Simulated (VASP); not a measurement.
# Al (I4/mmm) in VASP: further runs, part 2 of 2

VASP 6.6.1. Earlier steps stand in the parts before.

## (4) Single point, r2SCAN (strain -0.015 along x and y, +0.030 along z)

Input file POSCAR:

```
Al
1.0
   -1.5673504096      1.5673504096      1.6389552507
    1.5673504096     -1.5673504096      1.6389552507
    1.5673504096      1.5673504096     -1.6389552507
Al
1
Direct
    0.0000000000      0.0000000000      0.0000000000
```

Input file INCAR.step1:

```
SYSTEM = Al
PREC = Accurate
ENCUT = 520
ISMEAR = 0
SIGMA = 0.15
LREAL = .False.
LASPH = .True.
NELM = 100
NBANDS = 8
GGA = PE
ALGO = Normal
EDIFF = 1E-4
LWAVE = .True.
LCHARG = .False.
```

Input file INCAR.step2:

```
SYSTEM = Al
PREC = Accurate
ENCUT = 520
EDIFF = 1E-6
ISMEAR = 0
SIGMA = 0.15
LREAL = .False.
LASPH = .True.
NELM = 100
ALGO = Normal
ISIF = 2
LWAVE = .False.
LCHARG = .False.
METAGGA = R2SCAN
LMIXTAU = .True.
NBANDS = 8
ISTART = 1
```

Input file KPOINTS:

```
regular mesh
0
Gamma
  20 20 20
  0 0 0
```

Potentials or basis: VASP PAW PBE potentials, release 64 (Al).

Run with:

```sh
cat potpaw_PBE.64/Al/POTCAR > POTCAR
cp INCAR.step1 INCAR
mpirun -np 1 vasp_std > vasp.out
cp INCAR.step2 INCAR
mpirun -np 1 vasp_std > vasp.out
```

OUTCAR:

```text
SYSTEM = Al
   PREC = Accurate
   ENCUT = 520
   EDIFF = 1E-6
   ISMEAR = 0
   LREAL = .False.
   LASPH = .True.
   NELM = 100
   ISIF = 2
   METAGGA = R2SCAN
   ISTART = 1

 ion  position               nearest neighbor table
   1  0.000  0.000  0.000-

  LATTYP: Found a body centered tetragonal cell.
 ALAT       =     3.1347008192
 C/A-ratio  =     1.0456852792

  Lattice vectors:

 A1 = (  -1.5673504096,   1.5673504096,   1.6389552507)
 A2 = (   1.5673504096,  -1.5673504096,   1.6389552507)
 A3 = (   1.5673504096,   1.5673504096,  -1.6389552507)

Analysis of symmetry for initial positions (statically):
=====================================================================
 Subroutine PRICEL returns:
 Original cell was already a primitive cell.

 Routine SETGRP: Setting up the symmetry group for a
 body centered tetragonal supercell.

 Subroutine GETGRP returns: Found 16 space group operations
 (whereof 16 operations were pure point group operations)
 out of a pool of 16 trial point group operations.

The static configuration has the point symmetry D_4h.

Analysis of symmetry for dynamics (positions and initial velocities):
=====================================================================
[... 156 lines left out ...]

 E-fermi :   8.2890     XC(G=0): -11.0115

 val. band max:        8.2721060496   @ k =  -0.3000  -0.4500   0.3000
 cond. band min:       8.3034022253   @ k =  -0.4000  -0.4000   0.1000
 fundamental gap:      0.0312961757
 Fermi energy:         8.2889562756

 k-point     1 :       0.0000    0.0000    0.0000
  band No.  band energies     occupation
      1      -3.7458      2.00000
      2      22.1334      0.00000
      3      22.1334      0.00000
      4      23.2429      0.00000
      5      24.2720      0.00000
      6      24.6488      0.00000
      7      24.6488      0.00000
      8      25.0648      0.00000
[... 243 lines left out ...]
 k-point    24 :      -0.3500    0.0500    0.0000
  band No.  band energies     occupation
      1      -0.4616      2.00000
      2       9.7096      0.00000
      3      17.2200      0.00000
      4      18.2028      0.00000
      5      20.9785      0.00000
      6      22.2120      0.00000
      7      26.5329      0.00000
      8      29.8704      0.00000

 [... further k-points ...]
[... 5 lines left out ...]
  --------------------------------------------------------------------------------------
  -------------------------------------------------------------------------------------
  Total       -0.0613853     -0.0613853      0.1619048      0.0000000      0.0000000      0.0000000
  in kB       -6.1068326     -6.1068326     16.1068640      0.0000000      0.0000000      0.0000000
  external PRESSURE =       1.2977329 kB  Pullay stress =       0.0000000 kB

 VOLUME and BASIS-vectors are now :
 -----------------------------------------------------------------------------
  energy-cutoff  :      520.00
  volume of cell :       16.10
      direct lattice vectors                 reciprocal lattice vectors
    -1.567350410  1.567350410  1.638955251     0.000000000  0.319009710  0.305072393
     1.567350410 -1.567350410  1.638955251     0.319009710  0.000000000  0.305072393
     1.567350410  1.567350410 -1.638955251     0.319009710  0.319009710  0.000000000

 POSITION                                       TOTAL-FORCE (eV/Angst)
 -----------------------------------------------------------------------------------
      0.00000      0.00000      0.00000        -0.000000      0.000000     -0.000000
 -----------------------------------------------------------------------------------
    total drift:                                0.000000      0.000000      0.000000

  FREE ENERGIE OF THE ION-ELECTRON SYSTEM (eV)
  ---------------------------------------------------
  free  energy   TOTEN  =        -6.6294395265 eV

  energy  without entropy=       -6.6246746993  energy(sigma->0) =       -6.62705711
```

Run time: 1.8 min. Hardware: 1 thread of Intel Xeon Platinum 8488C (Sapphire Rapids), shared host; peak memory 0.19 GiB.

Results:

* Free energy: -6.6294 eV
* Pressure: 0.1 GPa

Caveat: the cell differs from its parent crystal (strain -0.015 along x and y, +0.030 along z); the PAW data sets were made with another functional, which shifts forces and pressure a little.

## (5) Single point, r2SCAN (strain +0.015 along x and y, -0.030 along z)

Input file POSCAR:

```
Al
1.0
   -1.6150869704      1.6150869704      1.5434821293
    1.6150869704     -1.6150869704      1.5434821293
    1.6150869704      1.6150869704     -1.5434821293
Al
1
Direct
    0.0000000000      0.0000000000      0.0000000000
```

Input file INCAR.step1:

```
SYSTEM = Al
PREC = Accurate
ENCUT = 520
ISMEAR = 0
SIGMA = 0.15
LREAL = .FALSE.
LASPH = .TRUE.
NELM = 80
NBANDS = 8
GGA = PE
ALGO = Normal
EDIFF = 1E-4
LWAVE = .TRUE.
LCHARG = .FALSE.
```

Input file INCAR.step2:

```
SYSTEM = Al
PREC = Accurate
ENCUT = 520
EDIFF = 1E-7
ISMEAR = 0
SIGMA = 0.15
LREAL = .FALSE.
LASPH = .TRUE.
NELM = 80
ALGO = Normal
ISIF = 2
LWAVE = .FALSE.
LCHARG = .FALSE.
METAGGA = R2SCAN
LMIXTAU = .TRUE.
NBANDS = 8
ISTART = 1
```

Input file KPOINTS:

```
regular mesh
0
G
  20 20 20
  0 0 0
```

Run with:

```sh
cat potpaw_PBE.64/Al/POTCAR > POTCAR
cp INCAR.step1 INCAR
mpirun -np 1 vasp_std > vasp.out
cp INCAR.step2 INCAR
mpirun -np 1 vasp_std > vasp.out
```

Wall time 2 min (1 thread of Intel Xeon Platinum 8488C (Sapphire Rapids), shared host); peak memory 0.2 GiB.

The run converged. Its results:

```yaml
Free_energy: -6.6292 eV
Pressure: 0.2 GPa
```

Stress tensor (GPa, compression positive):
```
 0.78  0.00  0.00
 0.00  0.78  0.00
 0.00  0.00 -1.01
```

Levels at points of the mesh, in eV from the Fermi level:
| k point | band 1 | band 2 | band 3 | band 4 | band 5 | band 6 |
| --- | --- | --- | --- | --- | --- | --- |
| (0.00, 0.00, 0.00) | -12.04 | 13.43 | 14.61 | 14.61 | 15.99 | 15.99 |
| (0.50, 0.00, 0.00) | -4.72 | -3.88 | 8.41 | 8.72 | 10.42 | 12.32 |
| (0.50, 0.50, 0.00) | -4.97 | -4.33 | 9.46 | 9.68 | 11.63 | 12.79 |
| (0.50, 0.50, 0.50) | 1.60 | 1.60 | 2.66 | 3.00 | 3.07 | 6.94 |

Caveat: the cell differs from its parent crystal (strain +0.015 along x and y, -0.030 along z); the PAW data sets were made with another functional, which shifts forces and pressure a little.

## (6) Overview

```tsv
cell	gap on the mesh (eV)	pressure (GPa)
a = 2.730 Å, angles 111.1, 111.1, 106.2°, 1 atom	none	2.9
a = 2.729 Å, angles 108.7, 108.7, 111.1°, 1 atom	none	2.9
a = 2.757 Å, angles 110.7, 110.7, 107.0°, 1 atom	none	0.1
a = 2.757 Å, angles 108.3, 108.3, 111.9°, 1 atom	none	0.2
```

Alike in all rows: task single point; level r2SCAN; potentials or basis VASP PAW PBE potentials, release 64 (Al); no spin polarisation; k mesh 20 × 20 × 20; cutoff (eV) 520; smearing gaussian 0.15 eV.

Caveats: the PAW data sets were made with another functional, which shifts forces and pressure a little.

Total energies depend on the potentials used, so only differences within one code and one set of settings carry meaning.
